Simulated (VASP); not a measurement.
Set up this calculation in VASP 6.6.1, as the native input.

- Task: single point
- Functional: PBEsol
- Potentials or basis: VASP PAW PBE potentials, release 64 (Mo_sv, S)
- Cutoff: 520 eV
- k mesh: 8 × 8 × 4
- Occupations: gaussian, width 0.1 eV
- Spin: no spin polarisation
- Dipole correction: no
- Further INCAR settings: ALGO = Normal; EDIFF = 1e-06; NBANDS = 20

The structure of MoS2 lies in POSCAR:

```
MoS2
1.0
    3.2274645600      0.0000000000      0.0000000000
   -1.6137322800      2.7950663000      0.0000000000
    0.0000000000      0.0000000000      6.3124734200
Mo S
1 2
Direct
    0.0000000000      0.0000000000      0.5000000000
    0.3333333333      0.6666666667      0.2553193200
    0.6666666667      0.3333333333      0.7446806800
```

One way to write it, as run:

INCAR

```
ALGO = Normal ; EDIFF = 1E-6
ENCUT = 520 ; GGA = PS
ISIF = 2 ; ISMEAR = 0
LASPH = True ; LCHARG = False
LREAL = False ; LWAVE = False
NBANDS = 20 ; NELM = 60
PREC = Accurate ; SIGMA = 0.1
```

KPOINTS

```
k-points
0
Gamma
  8 8 4
```

Potentials or basis: VASP PAW PBE potentials, release 64 (Mo_sv, S).

Command:

```console
$ cat potpaw_PBE.64/Mo_sv/POTCAR potpaw_PBE.64/S/POTCAR > POTCAR
$ mpirun -np 1 vasp_std > vasp.out
```

Results of the run:

```json
{
 "Pressure": "-3.4 GPa",
 "Largest force": "0.013 eV/Å",
 "Band gap on the k mesh": "zero (band 13 reaches 7.01 eV, above the bottom of band 14 at 6.46 eV)"
}
```

Caveat: the PAW data sets were made with another functional, which shifts forces and pressure a little; this functional lacks dispersion, which binds the layers, so the pressure and a relaxed spacing across them are unreliable.

Wall time 55 s on 1 thread of Intel Xeon 8259CL, with other jobs on the host, peak memory 0.19 GiB.
